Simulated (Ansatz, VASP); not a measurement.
## Two plane-wave programs on PbSe

```
CELL_PARAMETERS angstrom
0.00000 3.18464 3.30712
3.18464 0.00000 3.30712
3.18464 3.18464 0.00000
ATOMIC_POSITIONS crystal
Pb 0.00000 0.00000 0.00000
Se 0.50000 0.50000 0.50000
```

Change from the starting cell: strain +0.040 along x and y, +0.080 along z, atoms carried along.

Alike in both runs: task single point; functional PBE; dispersion D3(BJ); k mesh 10 × 10 × 10; occupations gaussian, width 0.03 eV; no spin polarisation.

```csv
,VASP,Ansatz
version,VASP 6.6.1,Ansatz 0.2.0
potentials or method,"VASP PAW PBE potentials, release 64 (Pb_d, Se), cutoff 520 eV","scalar-relativistic, plane waves, PAW"
valence electrons in the cell,20,30
```

```csv
,VASP,Ansatz,Ansatz less VASP
gap on the k mesh at the Fermi level (eV),0.68,0.67,-0.004
least direct gap on the mesh (eV),0.68,0.67,-0.004
pressure (GPa),-4.9,-4.9,+0.02
"traceless stress, the component that is largest in VASP (GPa)",-1.37,-1.36,+0.005
```

VASP's potentials hold 20 valence electrons a cell and Ansatz's 30, so a difference there can come from the potentials and not from the codes. Ansatz's warnings: dispersion switch in reach.

Neither program's run includes spin-orbit coupling.
